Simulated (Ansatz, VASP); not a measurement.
**Two plane-wave programs on Se**

INCAR

```
PREC = Accurate ; ENCUT = 520
EDIFF = 1E-6 ; ISMEAR = -1
SIGMA = 0.1 ; LREAL = False
LASPH = True ; NELM = 60
ALGO = Normal ; ISIF = 2
LWAVE = False ; LCHARG = False
NBANDS = 13
```

File KPOINTS:

```
regular mesh
0
Gamma
  12 12 9
```

File POSCAR:

```
Se
1.0
    3.3843372234      0.0000000000      0.0000000000
   -1.6921686117      2.9309220104      0.0000000000
    0.0000000000      0.0000000000      3.6545658764
Se
2
Direct
    0.3333333333      0.6666666667      0.2500000000
    0.6666666667      0.3333333333      0.7500000000
```

Input for Ansatz:

```yaml
crystal:
  lattice:
    - [3.3843372234, 0.0, 0.0]
    - [-1.6921686117, 2.9309220104, 0.0]
    - [0.0, 0.0, 3.6545658764]
  atoms:
    - { symbol: Se, position: [0.3333333333, 0.6666666667, 0.25] }
    - { symbol: Se, position: [0.6666666667, 0.3333333333, 0.75] }
hamiltonian:
  xc: lda
  pseudopotentials:
    kind: paw
    azcp:
      Se: "pseudopotentials/Se.paw.azcp"
basis:
  ecutwfc: 420
  fft_grid_basis: typed
kpoints:
  mp_grid: { grid: [12, 12, 9], shift: [0, 0, 0] }
magnetization:
  spin_polarized: false
scf:
  occupations: { method: fermi_dirac, width: 0.1 }
  lower_state_search: "off"
output:
  stress: true
  write_density: true
  write_potential: true
  elf: true
  volumetric_format: npy
```

Alike in both runs: task single point; functional LDA; k mesh 12 × 12 × 9; occupations fermi-dirac, width 0.1 eV; no spin polarisation.

|  | VASP | Ansatz |
| --- | --- | --- |
| version | VASP 6.6.1 | Ansatz 0.2.0 |
| potentials or method | VASP PAW LDA potentials, release 64 (Se), cutoff 520 eV | plane waves (420 eV) with PAW, scalar-relativistic |
| valence electrons in the cell | 12 | 32 |

VASP gave:

```
pressure (GPa)                                                : 14.0
traceless stress, the component that is largest in VASP (GPa) : 4.47
```

Problem. What did Ansatz give for the same quantities?

Solution. Pressure (GPa): 13.7; traceless stress, the component that is largest in VASP (GPa): 4.32.

Ansatz warns that its potentials were made for another functional, while VASP's fit it. LDA's correlation is that of Perdew and Zunger in VASP and of Perdew and Wang (1992) in Ansatz. VASP's potentials hold 12 valence electrons a cell and Ansatz's 32, so a difference there can come from the potentials and not from the codes.
